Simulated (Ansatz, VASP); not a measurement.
# Two plane-wave programs on HfN

POSCAR

```
HfN
1.0
    0.0000000000      2.2558601200      2.2558601200
    2.2558601200      0.0000000000      2.2558601200
    2.2558601200      2.2558601200      0.0000000000
Hf N
1 1
Direct
    0.0000000000      0.0000000000      0.0000000000
    0.5000000000      0.5000000000      0.5000000000
```

INCAR.step1

```
SYSTEM = HfN
PREC = Accurate
ENCUT = 520
ISMEAR = 0
SIGMA = 0.1
LREAL = .FALSE.
LASPH = .TRUE.
NELM = 80
NBANDS = 14
GGA = PE
ALGO = Normal
EDIFF = 1E-4
LWAVE = .TRUE.
LCHARG = .FALSE.
```

INCAR.step2

```
SYSTEM = HfN
PREC = Accurate
ENCUT = 520
EDIFF = 1E-7
ISMEAR = 0
SIGMA = 0.1
LREAL = .FALSE.
LASPH = .TRUE.
NELM = 80
ALGO = Normal
ISIF = 2
LWAVE = .FALSE.
LCHARG = .FALSE.
METAGGA = R2SCAN
LMIXTAU = .TRUE.
NBANDS = 14
ISTART = 1
```

The input KPOINTS:

```
regular mesh
0
G
  8 8 8
  0 0 0
```

Input for Ansatz:

```yaml
crystal:
  lattice:
    - [0.0, 2.25586012, 2.25586012]
    - [2.25586012, 0.0, 2.25586012]
    - [2.25586012, 2.25586012, 0.0]
  atoms:
    - { symbol: Hf, position: [0.0, 0.0, 0.0] }
    - { symbol: "N", position: [0.5, 0.5, 0.5] }
basis:
  ecutwfc: 600.0
kpoints:
  mp_grid: { grid: [8, 8, 8] }
hamiltonian:
  xc: r2scan
  pseudopotentials: { kind: paw, azcp: { folder: soft_1 } }
scf:
  occupations: { method: gaussian, width: 0.1 }
output:
  forces: true
  stress: true
  eigenvalues: true
```

Alike in both runs: task single point; functional r2SCAN; k mesh 8 × 8 × 8; occupations gaussian, width 0.1 eV; no spin polarisation.

```csv
,VASP,Ansatz
version,VASP 6.6.1,Ansatz 0.2.0
potentials or method,"VASP PAW PBE potentials, release 64 (Hf_pv, N), cutoff 520 eV","scalar-relativistic, plane waves, PAW"
valence electrons in the cell,15,31
```

|  | VASP | Ansatz | Ansatz less VASP |
| --- | --- | --- | --- |
| gap on the k mesh at the Fermi level (eV) | none | none | - |
| pressure (GPa) | 0.1 | 2.9 | +2.77 |

VASP's potentials were made for PBE, not for r2SCAN. A gap of «none» marks a metal or a gap that the smearing closes. VASP's potentials hold 15 valence electrons a cell and Ansatz's 31, so a difference there can come from the potentials and not from the codes.

Neither program's run includes spin-orbit coupling.
